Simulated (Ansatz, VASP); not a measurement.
## One calculation of KBr, two programs

File INCAR:

```
ALGO     = Normal         # electronic algorithm
EDIFF    = 1E-6           # SCF threshold, eV
ENCUT    = 520            # plane-wave cutoff, eV
GGA      = PS             # functional
ISIF     = 2              # what is computed and relaxed
ISMEAR   = 0              # smearing method
LASPH    = True           # aspherical terms in the spheres
LCHARG   = False          # write CHGCAR
LREAL    = False          # projectors in reciprocal space
LWAVE    = False          # write WAVECAR
NBANDS   = 15             # bands
NELM     = 80             # most SCF steps
PREC     = Accurate       # precision mode
SIGMA    = 0.05           # smearing width, eV
```

KPOINTS

```
k-points
0
Gamma
  8 8 8
```

POSCAR

```
KBr
1.0
    0.0000000000      3.2748785852      3.2748785852
    3.2748785852      0.0000000000      3.2748785852
    3.2748785852      3.2748785852      0.0000000000
K Br
1 1
Direct
    0.0000000000      0.0000000000      0.0000000000
    0.5000000000      0.5000000000      0.5000000000
```

Input for Ansatz:

```yaml
crystal:
  lattice:
    - [0.0, 3.2748785852, 3.2748785852]
    - [3.2748785852, 0.0, 3.2748785852]
    - [3.2748785852, 3.2748785852, 0.0]
  atoms:
    - { symbol: K, position: [0.0, 0.0, 0.0] }
    - { symbol: Br, position: [0.5, 0.5, 0.5] }
basis:
  ecutwfc: 420
kpoints:
  mp_grid: { grid: [8, 8, 8] }
hamiltonian:
  xc: pbesol
scf:
  occupations: { method: gaussian, width: 0.05 }
output:
  forces: true
  stress: true
  eigenvalues: true
```

Alike in both runs: task single point; functional PBEsol; k mesh 8 × 8 × 8; occupations gaussian, width 0.05 eV; no spin polarisation.

```csv
,VASP,Ansatz
version,VASP 6.6.1,Ansatz 0.2.0
potentials or method,"VASP PAW PBE potentials, release 64 (K_sv, Br), cutoff 520 eV","scalar-relativistic, plane waves, PAW"
valence electrons in the cell,16,16
```

VASP gave:

- gap on the k mesh at the Fermi level (eV): 4.34
- least direct gap on the mesh (eV): 4.34
- pressure (GPa): 0.1

Question: Which values does Ansatz return?

Answer: gap on the k mesh at the Fermi level (eV): 4.34; least direct gap on the mesh (eV): 4.34; pressure (GPa): 0.0.

VASP's potentials were made for PBE, not for PBEsol.
